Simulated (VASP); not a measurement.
# ZrB2 (P6/mmm) in VASP: notebook

Runs on ZrB2. Level: PBEsol. Tasks: single point.

All numbers are computed with VASP 6.6.1; they aren't measurements. Logs are shortened: lines on timing, memory, paths and dates and some standing lists are left out, and cuts for length are marked.

## Step 1: The cell of the first run

Symmetry: P6/mmm, No. 191, hexagonal system. The conventional cell has a = 3.172 Å, b = 3.172 Å, c = 3.746 Å, α = 90.00°, β = 90.00°, γ = 120.00°. Zr (site symmetry 6/mmm) has 12 B at 2.62 Å and 6 Zr at 3.17 Å within 3.5 Å. B (site symmetry -6m2) has 3 B at 1.83 Å within 2.4 Å.

## Step 2: Single point, PBEsol (10.88 Å³/atom)

The input, INCAR:

```
ALGO = Normal
EDIFF = 1E-7
ENCUT = 520
GGA = PS
ISIF = 2
ISMEAR = 0
LASPH = T
LCHARG = F
LREAL = F
LWAVE = F
NBANDS = 16
NELM = 60
PREC = Accurate
SIGMA = 0.15
```

The input, KPOINTS:

```
k-points
0
Gamma
  18 18 12
```

The input, POSCAR:

```
ZrB2
1.0
    3.1720319887      0.0000000000      0.0000000000
   -1.5860159944      2.7470602838      0.0000000000
    0.0000000000      0.0000000000      3.7464869819
Zr B
1 2
Direct
    0.0000000000      0.0000000000      0.0000000000
    0.3333333333      0.6666666667      0.5000000000
    0.6666666667      0.3333333333      0.5000000000
```

Potentials or basis: VASP PAW PBE potentials, release 64 (Zr_sv, B).

The run is started by

```sh
cat potpaw_PBE.64/Zr_sv/POTCAR potpaw_PBE.64/B/POTCAR > POTCAR
mpirun -np 1 vasp_std > vasp.out
```

OUTCAR:

```text
EDIFF = 1E-7
   ENCUT = 520
   GGA = PS
   ISIF = 2
   ISMEAR = 0
   LASPH = T
   LREAL = F
   NELM = 60
   PREC = Accurate

 ion  position               nearest neighbor table
   1  0.000  0.000  0.000-   2 2.62   3 2.62   2 2.62   3 2.62   2 2.62   2 2.62   3 2.62   3 2.62
                             3 2.62   3 2.62   2 2.62   2 2.62
   2  0.333  0.667  0.500-   3 1.83   3 1.83   3 1.83   1 2.62   1 2.62   1 2.62   1 2.62   1 2.62
                             1 2.62
   3  0.667  0.333  0.500-   2 1.83   2 1.83   2 1.83   1 2.62   1 2.62   1 2.62   1 2.62   1 2.62
                             1 2.62

  LATTYP: Found a hexagonal cell.
 ALAT       =     3.1720319887
 C/A-ratio  =     1.1811000000

  Lattice vectors:

 A1 = (   3.1720319887,   0.0000000000,   0.0000000000)
 A2 = (  -1.5860159944,   2.7470602838,   0.0000000000)
 A3 = (   0.0000000000,   0.0000000000,   3.7464869819)

Analysis of symmetry for initial positions (statically):
=====================================================================
 Subroutine PRICEL returns:
 Original cell was already a primitive cell.

 Routine SETGRP: Setting up the symmetry group for a
 hexagonal supercell.

 Subroutine GETGRP returns: Found 24 space group operations
 (whereof 24 operations were pure point group operations)
 out of a pool of 24 trial point group operations.

The static configuration has the point symmetry D_6h.

Analysis of symmetry for dynamics (positions and initial velocities):
=====================================================================
 Subroutine PRICEL returns:
 Original cell was already a primitive cell.

 Routine SETGRP: Setting up the symmetry group for a
 hexagonal supercell.

 Subroutine GETGRP returns: Found 24 space group operations
 (whereof 24 operations were pure point group operations)
 out of a pool of 24 trial point group operations.

The dynamic configuration has the point symmetry D_6h.

 Subroutine INISYM returns: Found 24 space group operations
 (whereof 24 operations are pure point group operations),
 and found     1 'primitive' translations

----------------------------------------------------------------------------------------

                                     Primitive cell

  volume of cell :      32.6460

  direct lattice vectors                    reciprocal lattice vectors
     3.172031989  0.000000000  0.000000000     0.315255333  0.182012751  0.000000000
    -1.586015994  2.747060284  0.000000000     0.000000000  0.364025502  0.000000000
     0.000000000  0.000000000  3.746486982     0.000000000  0.000000000  0.266916716

  length of vectors
     3.172031989  3.172031989  3.746486982     0.364025502  0.364025502  0.266916716

  position of ions in fractional coordinates (direct lattice)
     0.000000000  0.000000000  0.000000000
     0.333333333  0.666666667  0.500000000
     0.666666667  0.333333333  0.500000000

  ion indices of the primitive-cell ions
   primitive index   ion index
                 1           1
                 2           2
                 3           3

----------------------------------------------------------------------------------------

 KPOINTS: k-points

Automatic generation of k-mesh.
 Grid dimensions read from file:
 generate k-points for:   18   18   12

 Generating k-lattice:

  Cartesian coordinates                     Fractional coordinates (reciprocal lattice)
     0.017514185  0.010111820  0.000000000     0.055555556 -0.000000000  0.000000000
     0.000000000  0.020223639  0.000000000     0.000000000  0.055555556  0.000000000
     0.000000000  0.000000000  0.022243060     0.000000000  0.000000000  0.083333333

  Length of vectors
     0.020223639  0.020223639  0.022243060

  Shift w.r.t. Gamma in fractional coordinates (k-lattice)
     0.000000000  0.000000000  0.000000000

 Subroutine IBZKPT returns following result:
 ===========================================

 Found    259 irreducible k-points:

 Following reciprocal coordinates:
            Coordinates               Weight
  0.000000  0.000000  0.000000      1.000000
[... 47 lines left out ...]
 fundamental gap:      0.0071407671
 Fermi energy:         9.7640347990

 k-point     1 :       0.0000    0.0000    0.0000
  band No.  band energies     occupation
      1     -39.0278      2.00000
      2     -17.2423      2.00000
      3     -16.6565      2.00000
      4     -16.6565      2.00000
      5      -2.7071      2.00000
      6       6.9971      2.00000
[... 8 lines left out ...]
     15      15.1125      0.00000
     16      15.1125      0.00000

 k-point     2 :       0.0556   -0.0000    0.0000
  band No.  band energies     occupation
      1     -39.0244      2.00000
      2     -17.2374      2.00000
      3     -16.6853      2.00000
      4     -16.6627      2.00000
      5      -2.6477      2.00000
      6       6.9435      2.00000
[... 8 lines left out ...]
     15      15.3600      0.00000
     16      15.4564      0.00000

 k-point     3 :       0.1111   -0.0000    0.0000
  band No.  band energies     occupation
      1     -39.0148      2.00000
      2     -17.2233      2.00000
      3     -16.7674      2.00000
      4     -16.6808      2.00000
      5      -2.4722      2.00000
      6       6.7983      2.00000
[... 8 lines left out ...]
     15      16.0525      0.00000
     16      16.2574      0.00000

 k-point     4 :       0.1667   -0.0000    0.0000
  band No.  band energies     occupation
      1     -38.9999      2.00000
      2     -17.2014      2.00000
      3     -16.8912      2.00000
      4     -16.7082      2.00000
      5      -2.1879      2.00000
      6       6.2153      2.00000
[... 8 lines left out ...]
     15      16.4351      0.00000
     16      17.0277      0.00000
[... 324 lines left out ...]
 k-point    22 :       0.2778    0.1111    0.0000
  band No.  band energies     occupation
      1     -38.9388      2.00000
      2     -17.3310      2.00000
      3     -17.1113      2.00000
      4     -16.8646      2.00000
      5      -0.6292      2.00000
      6       3.7712      2.00000
[... 8 lines left out ...]
     15      17.1501      0.00000
     16      18.9170      0.00000

 k-point    23 :       0.3333    0.1111    0.0000
  band No.  band energies     occupation
      1     -38.9246      2.00000
      2     -17.4288      2.00000
      3     -17.0904      2.00000
      4     -16.8993      2.00000
      5      -0.0128      2.00000
      6       2.9679      2.00000
[... 8 lines left out ...]
     15      17.9071      0.00000
     16      18.6536      0.00000

 k-point    24 :       0.3889    0.1111    0.0000
  band No.  band energies     occupation
      1     -38.9153      2.00000
      2     -17.4919      2.00000
      3     -17.0766      2.00000
      4     -16.9218      2.00000
      5       0.6637      2.00000
      6       2.1730      2.00000
[... 8 lines left out ...]
     15      18.0775      0.00000
     16      18.5367      0.00000

 [... further k-points ...]

------------------------ aborting loop because EDIFF is reached ----------------------------------------

  FORCE on cell =-STRESS in cart. coord.  units (eV):
  Direction    XX          YY          ZZ          XY          YZ          ZX
  --------------------------------------------------------------------------------------
  -------------------------------------------------------------------------------------
  Total       -1.9384522     -1.9384522     -5.3481009      0.0000000     -0.0000000     -0.0000000
  in kB      -95.1339896    -95.1339896   -262.4703199      0.0000000     -0.0000000     -0.0000000
  external PRESSURE =    -150.9127663 kB  Pullay stress =       0.0000000 kB

 VOLUME and BASIS-vectors are now :
 -----------------------------------------------------------------------------
  energy-cutoff  :      520.00
  volume of cell :       32.65
      direct lattice vectors                 reciprocal lattice vectors
     3.172031989  0.000000000  0.000000000     0.315255333  0.182012751  0.000000000
    -1.586015994  2.747060284  0.000000000     0.000000000  0.364025502  0.000000000
     0.000000000  0.000000000  3.746486982     0.000000000  0.000000000  0.266916716

 POSITION                                       TOTAL-FORCE (eV/Angst)
 -----------------------------------------------------------------------------------
      0.00000      0.00000      0.00000         0.000000      0.000000     -0.000000
     -0.00000      1.83137      1.87324         0.000000      0.000000      0.000000
      1.58602      0.91569      1.87324        -0.000000     -0.000000     -0.000000
 -----------------------------------------------------------------------------------
    total drift:                               -0.000000      0.000000      0.000000

  FREE ENERGIE OF THE ION-ELECTRON SYSTEM (eV)
  ---------------------------------------------------
  free  energy   TOTEN  =       -26.2136347115 eV

  energy  without entropy=      -26.2103119579  energy(sigma->0) =      -26.21197333
```

It took 3.2 min on 1 thread of AMD EPYC 7R43 (Zen 3), shared host; peak memory 0.21 GiB.

What came out:

| Item | Value |
| --- | --- |
| Free energy | -26.2136 eV |
| Pressure | -15.1 GPa |
| Band gap on the k mesh | zero (bands 9 and 10 overlap by 1.37 eV) |

Stress tensor (GPa, compression positive):
```
 -9.51   0.00   0.00
  0.00  -9.51   0.00
  0.00   0.00 -26.25
```

Levels at points of the mesh, in eV from the Fermi level:
```
           k point  band 7  band 8  band 9  band 10  band 11  band 12
(0.00, 0.00, 0.00)   -2.69   -2.12   -2.12     3.18     3.18     3.48
(0.50, 0.00, 0.00)   -3.99   -2.84   -2.53     2.00     2.09     4.56
(0.00, 0.00, 0.50)   -0.66   -0.66    0.72     0.72     0.81     0.81
(0.50, 0.00, 0.50)   -4.13   -3.92   -2.02     2.82     4.09     5.02
```

Caveat: the stress differs along the axes, from -26 to -10 GPa; the PAW data sets were made with another functional, which shifts forces and pressure a little.

## Step 3: Single point, PBEsol (10.88 Å³/atom)

The input, INCAR:

```
PREC     = Accurate       # precision mode
ENCUT    = 520            # plane-wave cutoff, eV
EDIFF    = 1E-6           # SCF threshold, eV
ISMEAR   = 0              # smearing method
SIGMA    = 0.15           # smearing width, eV
LREAL    = F              # projectors in reciprocal space
LASPH    = T              # aspherical terms in the spheres
NELM     = 80             # most SCF steps
ALGO     = Normal         # electronic algorithm
ISIF     = 2              # what is computed and relaxed
LWAVE    = F              # write WAVECAR
LCHARG   = F              # write CHGCAR
GGA      = PS             # functional
NBANDS   = 16             # bands
```

The input, KPOINTS:

```
Automatic mesh
0
Gamma
  18 18 12
```

The input, POSCAR:

```
ZrB2
1.0
    3.0463488259      0.0000000000      0.0000000000
   -1.5231744130      2.6382154720      0.0000000000
    0.0000000000      0.0000000000      4.0620015245
Zr B
1 2
Direct
    0.0000000000      0.0000000000      0.0000000000
    0.3333333333      0.6666666667      0.5000000000
    0.6666666667      0.3333333333      0.5000000000
```

Potentials or basis: VASP PAW PBE potentials, release 64 (Zr_sv, B).

The run is started by

```sh
cat potpaw_PBE.64/Zr_sv/POTCAR potpaw_PBE.64/B/POTCAR > POTCAR
mpirun -np 1 vasp_std > vasp.out
```

It took 2.9 min on 1 thread of AMD EPYC 7R43 (Zen 3), shared host; peak memory 0.21 GiB.

The run converged. Its results:

```
Free energy            : -25.6560 eV
Pressure               : -10.2 GPa
Band gap on the k mesh : zero (bands 9 and 10 overlap by 0.74 eV)
```

Stress tensor (GPa, compression positive):
```
  6.53   0.00   0.00
  0.00   6.53   0.00
  0.00   0.00 -43.59
```

Levels at points of the mesh, in eV from the Fermi level:
| k point | band 6 | band 7 | band 8 | band 9 | band 10 | band 11 | band 12 | band 13 |
| --- | --- | --- | --- | --- | --- | --- | --- | --- |
| (0.00, 0.00, 0.00) | -3.16 | -2.78 | -0.89 | -0.89 | 3.12 | 3.12 | 3.85 | 3.85 |
| (0.50, 0.00, 0.00) | -7.84 | -3.99 | -2.29 | -2.09 | 2.27 | 2.57 | 4.84 | 5.99 |
| (0.00, 0.00, 0.50) | -6.57 | -0.36 | 0.36 | 0.36 | 1.09 | 1.09 | 2.34 | 2.34 |
| (0.50, 0.00, 0.50) | -6.80 | -3.52 | -3.05 | -1.45 | 2.11 | 3.73 | 5.34 | 5.36 |

Caveat: the stress differs along the axes, from -44 to 7 GPa; the PAW data sets were made with another functional, which shifts forces and pressure a little.

## Step 4: Single point, PBEsol (10.88 Å³/atom)

The input, INCAR:

```
ALGO = Normal
EDIFF = 1E-6
ENCUT = 520
GGA = PS
ISIF = 2
ISMEAR = 0
LASPH = True
LCHARG = True
LELF = True
LREAL = False
LVHAR = True
LWAVE = False
NBANDS = 16
NELM = 80
PREC = Accurate
SIGMA = 0.15
```

The input, KPOINTS:

```
k-points
0
Gamma
  18 18 12
```

The input, POSCAR:

```
ZrB2
1.0
    3.3030010684      0.0000000000      0.0000000000
   -1.6515005342      2.8604828339      0.0000000000
    0.0000000000      0.0000000000      3.4552694176
Zr B
1 2
Direct
    0.0000000000      0.0000000000      0.0000000000
    0.3333333333      0.6666666667      0.5000000000
    0.6666666667      0.3333333333      0.5000000000
```

The run is started by

```sh
cat potpaw_PBE.64/Zr_sv/POTCAR potpaw_PBE.64/B/POTCAR > POTCAR
mpirun -np 1 vasp_std > vasp.out
```

Wall time 4.2 min (1 thread of AMD EPYC 7R43 (Zen 3), shared host); peak memory 0.22 GiB.

Results (log left out):

```yaml
Free_energy: -26.1902 eV
Pressure: -16.9 GPa
Band_gap_on_the_k_mesh: zero (bands 9 and 10 overlap by 0.89 eV)
```

Stress tensor (GPa, compression positive):
```
-23.32   0.00   0.00
  0.00 -23.32   0.00
  0.00   0.00  -4.04
```

Levels at points of the mesh, in eV from the Fermi level:
```tsv
k point	band 7	band 8	band 9	band 10	band 11	band 12
(0.00, 0.00, 0.00)	-2.92	-2.33	-1.84	3.11	3.11	3.62
(0.50, 0.00, 0.00)	-3.30	-3.08	-2.63	2.22	2.35	4.12
(0.00, 0.00, 0.50)	-1.15	-1.15	-0.26	-0.26	0.69	0.69
(0.50, 0.00, 0.50)	-4.67	-4.00	-2.22	3.51	4.10	4.62
```

Caveat: the stress differs along the axes, from -23 to -4 GPa; the PAW data sets were made with another functional, which shifts forces and pressure a little.

## Step 5: Single point, PBEsol (10.88 Å³/atom)

The input, INCAR:

```
SYSTEM = ZrB2
PREC = Accurate
ENCUT = 520
EDIFF = 1E-7
ISMEAR = 0
SIGMA = 0.15
LREAL = .FALSE.
LASPH = .TRUE.
NELM = 100
ALGO = Normal
ISIF = 2
LWAVE = .FALSE.
LCHARG = .FALSE.
GGA = PS
NBANDS = 16
```

The input, KPOINTS:

```
regular mesh
0
G
  18 18 12
  0 0 0
```

The input, POSCAR:

```
ZrB2
1.0
    3.4392917366      0.0000000000      0.0000000000
   -1.7196458683      2.9785140149      0.0000000000
    0.0000000000      0.0000000000      3.1868477231
Zr B
1 2
Direct
    0.0000000000      0.0000000000      0.0000000000
    0.3333333333      0.6666666667      0.5000000000
    0.6666666667      0.3333333333      0.5000000000
```

The run is started by

```sh
cat potpaw_PBE.64/Zr_sv/POTCAR potpaw_PBE.64/B/POTCAR > POTCAR
mpirun -np 1 vasp_std > vasp.out
```

Wall time 3.3 min (1 thread of AMD EPYC 7R43 (Zen 3), shared host); peak memory 0.21 GiB.

Results (log left out):

```
Free energy            : -25.5963 eV
Pressure               : -16.2 GPa
Band gap on the k mesh : zero (bands 9 and 10 overlap by 1.59 eV)
```

Stress tensor (GPa, compression positive):
```
-33.76   0.00   0.00
  0.00 -33.76   0.00
  0.00   0.00  19.01
```

Levels at points of the mesh, in eV from the Fermi level:
| k point | band 6 | band 7 | band 8 | band 9 | band 10 | band 11 | band 12 | band 13 |
| --- | --- | --- | --- | --- | --- | --- | --- | --- |
| (0.00, 0.00, 0.00) | -3.42 | -3.42 | -1.92 | -0.49 | 2.24 | 3.52 | 3.52 | 4.06 |
| (0.50, 0.00, 0.00) | -8.25 | -2.99 | -2.63 | -2.03 | 2.83 | 3.19 | 3.39 | 3.89 |
| (0.00, 0.00, 0.50) | -6.51 | -1.22 | -1.22 | -0.97 | -0.97 | 0.85 | 0.85 | 3.44 |
| (0.50, 0.00, 0.50) | -6.09 | -4.81 | -3.86 | -2.26 | 3.42 | 4.34 | 5.25 | 6.74 |

Caveat: the stress differs along the axes, from -34 to 19 GPa; the PAW data sets were made with another functional, which shifts forces and pressure a little.

## Step 6: Single point, PBEsol (10.88 Å³/atom)

The input, INCAR:

```
SYSTEM = ZrB2
ALGO     = Normal         ! electronic algorithm
EDIFF    = 1E-6           ! SCF threshold, eV
ENCUT    = 520            ! plane-wave cutoff, eV
GGA      = PS             ! functional
ISIF     = 2              ! what is computed and relaxed
ISMEAR   = 0              ! smearing method
LASPH    = .True.         ! aspherical terms in the spheres
LCHARG   = .False.        ! write CHGCAR
LREAL    = .False.        ! projectors in reciprocal space
LWAVE    = .False.        ! write WAVECAR
NBANDS   = 16             ! bands
NELM     = 100            ! most SCF steps
PREC     = Accurate       ! precision mode
SIGMA    = 0.15           ! smearing width, eV
```

The input, KPOINTS:

```
k-points
0
Gamma
  18 18 12
  0 0 0
```

The input, POSCAR:

```
ZrB2
1.0
    3.3705016290      0.0000000000      0.0000000000
   -1.6852508145      2.9189400342      0.0000000000
    0.0000000000      0.0000000000      3.3182588537
Zr B
1 2
Direct
    0.0000000000      0.0000000000      0.0000000000
    0.3333333333      0.6666666667      0.5000000000
    0.6666666667      0.3333333333      0.5000000000
```

Potentials or basis: VASP PAW PBE potentials, release 64 (Zr_sv, B).

The run is started by

```sh
cat potpaw_PBE.64/Zr_sv/POTCAR potpaw_PBE.64/B/POTCAR > POTCAR
mpirun -np 1 vasp_std > vasp.out
```

Wall time 3 min (1 thread of AMD EPYC 7R43 (Zen 3), shared host); peak memory 0.22 GiB.

Results (log left out):

| Property | Result |
| --- | --- |
| Free energy | -25.9617 eV |
| Pressure | -16.8 GPa |
| Band gap on the k mesh | zero (bands 9 and 10 overlap by 1.14 eV) |

Stress tensor (GPa, compression positive):
```
-28.78   0.00   0.00
  0.00 -28.78   0.00
  0.00   0.00   7.19
```

Levels at points of the mesh, in eV from the Fermi level:
```
           k point  band 6  band 7  band 8  band 9  band 10  band 11  band 12  band 13
(0.00, 0.00, 0.00)   -3.16   -3.16   -2.08   -1.18     2.94     3.30     3.30     4.27
(0.50, 0.00, 0.00)   -8.33   -3.03   -2.69   -2.60     2.51     2.75     3.79     4.32
(0.00, 0.00, 0.50)   -6.62   -1.19   -1.19   -0.62    -0.62     0.78     0.78     3.82
(0.50, 0.00, 0.50)   -6.40   -4.74   -3.91   -2.21     3.46     4.50     4.81     6.59
```

Caveat: the stress differs along the axes, from -29 to 7 GPa; the PAW data sets were made with another functional, which shifts forces and pressure a little.

## Step 7: Summary

| cell | gap on the mesh (eV) | pressure (GPa) |
| --- | --- | --- |
| a = 3.172, b = 3.172, c = 3.746 Å, angles 90.0, 90.0, 120.0°, 3 atoms | none | -15.1 |
| a = 3.046, b = 3.046, c = 4.062 Å, angles 90.0, 90.0, 120.0°, 3 atoms | none | -10.2 |
| a = 3.303, b = 3.303, c = 3.455 Å, angles 90.0, 90.0, 120.0°, 3 atoms | none | -16.9 |
| a = 3.439, b = 3.439, c = 3.187 Å, angles 90.0, 90.0, 120.0°, 3 atoms | none | -16.2 |
| a = 3.371, b = 3.371, c = 3.318 Å, angles 90.0, 90.0, 120.0°, 3 atoms | none | -16.8 |

Alike in all rows: task single point; level PBEsol; potentials or basis VASP PAW PBE potentials, release 64 (Zr_sv, B); no spin polarisation; k mesh 18 × 18 × 12; cutoff (eV) 520; smearing gaussian 0.15 eV.

Caveats: the PAW data sets were made with another functional, which shifts forces and pressure a little; the stress differs along the axes, from -26 to -10 GPa (at least some runs); the stress differs along the axes, from -44 to 7 GPa (at least some runs); the stress differs along the axes, from -23 to -4 GPa (at least some runs); the stress differs along the axes, from -34 to 19 GPa (at least some runs); the stress differs along the axes, from -29 to 7 GPa (at least some runs).

Absolute energies hang on the potentials; compare differences alone.

The gap in the log of VASP goes by the Fermi energy; the results here count the filled bands.